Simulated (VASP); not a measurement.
A run of VASP 6.6.1 is set up as follows.

The input INCAR:

```
SYSTEM = NbN
ALGO     = Normal         ! electronic algorithm
EDIFF    = 1E-8           ! SCF threshold, eV
ENCUT    = 520            ! plane-wave cutoff, eV
GGA      = CA             ! functional
GGA_COMPAT= .False.      
ISIF     = 2              ! what is computed and relaxed
ISMEAR   = -1             ! smearing method
LASPH    = .True.         ! aspherical terms in the spheres
LCHARG   = .False.        ! write CHGCAR
LEFG     = .True.       
LREAL    = .False.        ! projectors in reciprocal space
LWAVE    = .False.        ! write WAVECAR
NBANDS   = 16             ! bands
NELM     = 120            ! most SCF steps
PREC     = Accurate       ! precision mode
SIGMA    = 0.08           ! smearing width, eV
```

File KPOINTS:

```
k-points
0
Gamma
  13 13 13
  0 0 0
```

POSCAR

```
NbN
1.0
    0.0000000000      2.1945000000      2.2164450000
    2.1945000000      0.0000000000      2.2164450000
    2.1945000000      2.1945000000      0.0000000000
Nb N
1 1
Direct
    0.5000000000      0.5000000000      0.5000000000
    0.0000000000      0.0000000000      0.0000000000
```

Potentials or basis: VASP PAW LDA potentials, release 64 (Nb_sv, N).

Launch:

```sh
$ cat potpaw_LDA.64/Nb_sv/POTCAR potpaw_LDA.64/N/POTCAR > POTCAR
$ mpirun -np 1 vasp_std > vasp.out
```

(1) Estimate the band gap on the k mesh.

(2) What does it give for the pressure?

Answers

(1) zero (band 9 reaches 15.05 eV, above the bottom of band 10 at 11.70 eV).

(2) -10.6 GPa.

Caveat: the cell differs from its parent crystal (zz strain of +1 %); without QUAD_EFG the Cq values of the log hold for a quadrupole moment of 1 mb, not for the nuclei.
